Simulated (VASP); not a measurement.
# MgS in VASP: a series of runs

Runs on MgS. Level: PBEsol. Tasks: single point.

Everything below comes from runs of VASP 6.6.1. Logs are shortened: lines on timing, memory, paths and dates and some standing lists are left out, and cuts for length are marked.

## 1. The cell of the first run

It takes space group F-43m (No. 216, cubic). The conventional cell has a = 5.666 Å, b = 5.666 Å, c = 5.666 Å, α = 90.00°, β = 90.00°, γ = 90.00°. Mg (site symmetry -43m) has 4 S at 2.45 Å within 3.2 Å. S (site symmetry -43m) has 4 Mg at 2.45 Å within 3.2 Å.

## 2. Single point, PBEsol

The input, INCAR:

```
SYSTEM = MgS
PREC = Accurate
ENCUT = 520
EDIFF = 1E-6
ISMEAR = 0
SIGMA = 0.02
LREAL = .False.
LASPH = .True.
NELM = 60
ALGO = Normal
ISIF = 2
LWAVE = .False.
LCHARG = .False.
GGA = PS
NBANDS = 11
```

The input, KPOINTS:

```
regular mesh
0
Gamma
  6 6 6
  0 0 0
```

The input, POSCAR:

```
MgS
1.0
    0.0000000000      2.8331200000      2.8331200000
    2.8331200000      0.0000000000      2.8331200000
    2.8331200000      2.8331200000      0.0000000000
Mg S
1 1
Direct
    0.0000000000      0.0000000000      0.0000000000
    0.7500000000      0.7500000000      0.7500000000
```

Potentials or basis: VASP PAW PBE potentials, release 64 (Mg, S).

Launch:

```sh
> cat potpaw_PBE.64/Mg/POTCAR potpaw_PBE.64/S/POTCAR > POTCAR
> mpirun -np 1 vasp_std > vasp.out
```

OUTCAR:

```text
SYSTEM = MgS
   PREC = Accurate
   ENCUT = 520
   EDIFF = 1E-6
   ISMEAR = 0
   LREAL = .False.
   LASPH = .True.
   NELM = 60
   ISIF = 2
   GGA = PS

 ion  position               nearest neighbor table
   1  0.000  0.000  0.000-   2 2.45   2 2.45   2 2.45   2 2.45
   2  0.750  0.750  0.750-   1 2.45   1 2.45   1 2.45   1 2.45

  LATTYP: Found a face centered cubic cell.
 ALAT       =     5.6662400000

  Lattice vectors:

 A1 = (   0.0000000000,   2.8331200000,   2.8331200000)
 A2 = (   2.8331200000,   0.0000000000,   2.8331200000)
 A3 = (   2.8331200000,   2.8331200000,   0.0000000000)

Analysis of symmetry for initial positions (statically):
=====================================================================
 Subroutine PRICEL returns:
 Original cell was already a primitive cell.

 Routine SETGRP: Setting up the symmetry group for a
 face centered cubic supercell.

 Subroutine GETGRP returns: Found 24 space group operations
 (whereof 24 operations were pure point group operations)
 out of a pool of 48 trial point group operations.

The static configuration has the point symmetry T_d .

Analysis of symmetry for dynamics (positions and initial velocities):
=====================================================================
 Subroutine PRICEL returns:
 Original cell was already a primitive cell.

 Routine SETGRP: Setting up the symmetry group for a
 face centered cubic supercell.

 Subroutine GETGRP returns: Found 24 space group operations
 (whereof 24 operations were pure point group operations)
 out of a pool of 48 trial point group operations.

The dynamic configuration has the point symmetry T_d .

 Subroutine INISYM returns: Found 24 space group operations
 (whereof 24 operations are pure point group operations),
 and found     1 'primitive' translations

----------------------------------------------------------------------------------------

                                     Primitive cell

  volume of cell :      45.4805

  direct lattice vectors                    reciprocal lattice vectors
     0.000000000  2.833120000  2.833120000    -0.176483876  0.176483876  0.176483876
     2.833120000  0.000000000  2.833120000     0.176483876 -0.176483876  0.176483876
     2.833120000  2.833120000  0.000000000     0.176483876  0.176483876 -0.176483876

  length of vectors
     4.006636728  4.006636728  4.006636728     0.305679041  0.305679041  0.305679041

[... 78 lines left out ...]
   ISYM   =      2    0-nonsym 1-usesym 2-fastsym
   POTIM  = 0.5000    time-step for ionic-motion
   TEBEG  =    0.0;   TEEND  =   0.0 temperature during run
   PSTRESS=    0.0 pullay stress
   NELECT =       8.0000    total number of electrons
   NUPDOWN=      -1.0000    fix difference up-down
   EMIN   =  10.00;   EMAX   =-10.00  energy-range for DOS
   EFERMI =   0.00;   METHOD = LEGACY
   ISMEAR =     0;   SIGMA  =   0.02  broadening in eV -4-tet -1-fermi 0-gaus
   EFERMI_NEDOS =   21; number of points for ismear=-14 and -15
   IALGO  =     38    algorithm
   IMIX   =      4    mixing-type and parameters
     AMIX     =   0.40;   BMIX     =  1.00
     AMIX_MAG =   1.60;   BMIX_MAG =  1.00
  volume/ion in A,a.u.               =      22.74       153.46
  Fermi-wavevector in a.u.,A,eV,Ry     =   0.917269  1.733386 11.447693  0.841382
  Thomas-Fermi vector in A             =   2.042218
   LORBIT       =      0    0 simple, 1 ext, 2 COOP (PROOUT), +10 PAW based schemes
   GGA     = PS    functional components
   LHFCALC =     F    Hartree Fock is set to
   AEXX    =    0.0000 exact exchange contribution
   IVDW    =     0    specifies the selected vdW correction
   LEPSILON=     F    determine dielectric tensor
   LRPA    =     F    only Hartree local field effects (RPA)
 non-spin polarized calculation
 Gauss-broadening in eV      SIGMA  =   0.02
  energy-cutoff  :      520.00
  volume of cell :       45.48
 maximum number of plane-waves:      1243
 NGX is ok and might be reduce to    30
   NGX = 15   NGY = 15   NGZ = 15

 number of electron       8.0000001 magnetization

 Free energy of the ion-electron system (eV)
  ---------------------------------------------------
  ext. energy  EPLUGINS =         0.00000000
  ---------------------------------------------------
  free energy    TOTEN  =        -8.91640792 eV

  energy without entropy =       -8.91640792  energy(sigma->0) =       -8.91640792

 E-fermi :   1.1041     XC(G=0):  -8.5676

 val. band max:        0.9874953859   @ k =   0.0000   0.0000   0.0000
 cond. band min:       4.2720598997   @ k =   0.0000   0.0000   0.0000
 fundamental gap:      3.2845645138
 Fermi energy:         1.1040988864

 k-point     1 :       0.0000    0.0000    0.0000
  band No.  band energies     occupation
      1     -10.2739      2.00000
      2       0.9875      2.00000
      3       0.9875      2.00000
      4       0.9875      2.00000
      5       4.2721      0.00000
      6       8.8538      0.00000
      7       8.8538      0.00000
      8       8.8538      0.00000
      9      11.7658      0.00000
     10      11.7658      0.00000
     11      14.5156      0.00000
[... 197 lines left out ...]
 k-point    16 :      -0.3333    0.5000    0.1667
  band No.  band energies     occupation
      1      -9.3548      2.00000
      2      -1.5469      2.00000
      3      -0.5938      2.00000
      4      -0.2965      2.00000
      5       5.8115      0.00000
      6       7.7376      0.00000
      7      10.2523      0.00000
      8      10.2853      0.00000
      9      13.3737      0.00000
     10      14.7096      0.00000
     11      14.8326      0.00000

------------------------ aborting loop because EDIFF is reached ----------------------------------------

  FORCE on cell =-STRESS in cart. coord.  units (eV):
  Direction    XX          YY          ZZ          XY          YZ          ZX
  --------------------------------------------------------------------------------------
  -------------------------------------------------------------------------------------
  Total       -0.1496396     -0.1496396     -0.1496396     -0.0000000     -0.0000000      0.0000000
  in kB       -5.2714765     -5.2714765     -5.2714765     -0.0000000     -0.0000000      0.0000000
  external PRESSURE =      -5.2714765 kB  Pullay stress =       0.0000000 kB

 VOLUME and BASIS-vectors are now :
 -----------------------------------------------------------------------------
  energy-cutoff  :      520.00
  volume of cell :       45.48
      direct lattice vectors                 reciprocal lattice vectors
     0.000000000  2.833120000  2.833120000    -0.176483876  0.176483876  0.176483876
     2.833120000  0.000000000  2.833120000     0.176483876 -0.176483876  0.176483876
     2.833120000  2.833120000  0.000000000     0.176483876  0.176483876 -0.176483876

 POSITION                                       TOTAL-FORCE (eV/Angst)
 -----------------------------------------------------------------------------------
      0.00000      0.00000      0.00000        -0.000000     -0.000000     -0.000000
      4.24968      4.24968      4.24968         0.000000      0.000000      0.000000
 -----------------------------------------------------------------------------------
    total drift:                               -0.000000     -0.000000     -0.000000

  FREE ENERGIE OF THE ION-ELECTRON SYSTEM (eV)
  ---------------------------------------------------
  free  energy   TOTEN  =        -8.9164079186 eV

  energy  without entropy=       -8.9164079186  energy(sigma->0) =       -8.91640792
```

OSZICAR:

```text
N       E                     dE             d eps       ncg     rms          rms(c)
DAV:   1     0.238935029053E+02    0.23894E+02   -0.34754E+03   360   0.577E+02
DAV:   2    -0.753889922016E+01   -0.31432E+02   -0.30050E+02   410   0.969E+01
DAV:   3    -0.938600824109E+01   -0.18471E+01   -0.18447E+01   418   0.255E+01
DAV:   4    -0.940096688090E+01   -0.14959E-01   -0.14957E-01   423   0.278E+00
DAV:   5    -0.940113859691E+01   -0.17172E-03   -0.17171E-03   442   0.293E-01    0.372E+00
DAV:   6    -0.895432063975E+01    0.44682E+00   -0.11051E+00   367   0.384E+00    0.271E+00
DAV:   7    -0.891515870405E+01    0.39162E-01   -0.22972E-01   421   0.190E+00    0.204E+00
DAV:   8    -0.891700177398E+01   -0.18431E-02   -0.14736E-02   388   0.732E-01    0.103E+00
DAV:   9    -0.891631784538E+01    0.68393E-03   -0.17439E-03   409   0.207E-01    0.358E-01
DAV:  10    -0.891639580321E+01   -0.77958E-04   -0.23133E-04   394   0.736E-02    0.320E-02
DAV:  11    -0.891640854002E+01   -0.12737E-04   -0.12493E-05   412   0.185E-02    0.512E-02
DAV:  12    -0.891640791857E+01    0.62144E-06   -0.13526E-06   409   0.508E-03
   1 F= -.89164079E+01 E0= -.89164079E+01  d E =-.271027E-18
```

Run time: 8.7 s. Hardware: 1 thread of Intel Xeon Platinum 8259CL at 2.50GHz (Skylake/Cascade Lake), shared host; peak memory 0.16 GiB.

Results:

```yaml
Free_energy: -8.9164 eV
Pressure: -0.5 GPa
Band_gap_on_the_k_mesh: 3.28 eV, direct
```

Levels at points of the mesh, in eV from the valence-band top:
| k point | band 2 | band 3 | band 4 | band 5 | band 6 | band 7 |
| --- | --- | --- | --- | --- | --- | --- |
| (0.00, 0.00, 0.00) | 0.00 | 0.00 | 0.00 | 3.28 | 7.87 | 7.87 |
| (0.50, 0.00, 0.00) | -3.18 | -0.33 | -0.33 | 4.99 | 7.54 | 7.54 |
| (0.50, 0.50, 0.00) | -2.85 | -1.05 | -1.05 | 3.71 | 5.54 | 11.01 |

Caveat: the PAW data sets were made with another functional, which shifts forces and pressure a little.

## 3. Single point, PBEsol

This run uses another cell than the first one, of 21.84 Å³/atom, 0.960 times its volume.

The input, INCAR:

```
PREC = Accurate ; ENCUT = 520
EDIFF = 1E-6 ; ISMEAR = 0
SIGMA = 0.02 ; LREAL = False
LASPH = True ; NELM = 60
ALGO = Normal ; ISIF = 2
LWAVE = False ; LCHARG = True
GGA = PS ; LELF = True
LVHAR = True ; NBANDS = 11
```

The input, KPOINTS:

```
regular mesh
0
Gamma
  6 6 6
```

The input, POSCAR:

```
MgS
1.0
    0.0000000000      2.7764576000      2.8331200000
    2.7764576000      0.0000000000      2.8331200000
    2.7764576000      2.7764576000      0.0000000000
Mg S
1 1
Direct
    0.0000000000      0.0000000000      0.0000000000
    0.7500000000      0.7500000000      0.7500000000
```

Potentials or basis: VASP PAW PBE potentials, release 64 (Mg, S).

Launch:

```sh
> cat potpaw_PBE.64/Mg/POTCAR potpaw_PBE.64/S/POTCAR > POTCAR
> mpirun -np 1 vasp_std > vasp.out
```

Run time: 14 s. Hardware: 1 thread of Intel Xeon Platinum 8259CL at 2.50GHz (Skylake/Cascade Lake), shared host; peak memory 0.17 GiB.

The run converged. Its results:

```yaml
Free_energy: -8.9078 eV
Pressure: 1.9 GPa
Band_gap_on_the_k_mesh: 3.46 eV, direct
```

Stress tensor (GPa, compression positive):
```
2.06 0.00 0.00
0.00 2.06 0.00
0.00 0.00 1.68
```

Levels at points of the mesh, in eV from the valence-band top:
```csv
k point,band 1,band 2,band 3,band 4,band 5,band 6,band 7,band 8,band 9
"(0.00, 0.00, 0.00)",-11.42,-0.06,0.00,0.00,3.46,7.94,7.96,7.96,10.66
"(0.50, 0.00, 0.00)",-10.66,-3.34,-0.42,-0.31,5.10,7.48,7.68,8.59,12.98
"(0.50, 0.50, 0.00)",-10.45,-3.05,-1.05,-1.05,3.69,5.67,11.22,12.51,12.51
"(0.50, 0.00, 0.50)",-10.41,-2.95,-1.15,-1.14,3.64,5.52,11.46,12.20,12.63
```

Caveat: the PAW data sets were made with another functional, which shifts forces and pressure a little. A hybrid or GW would open this gap; PBEsol tends to underestimate it.

(Part 1 of 2 ends here.)
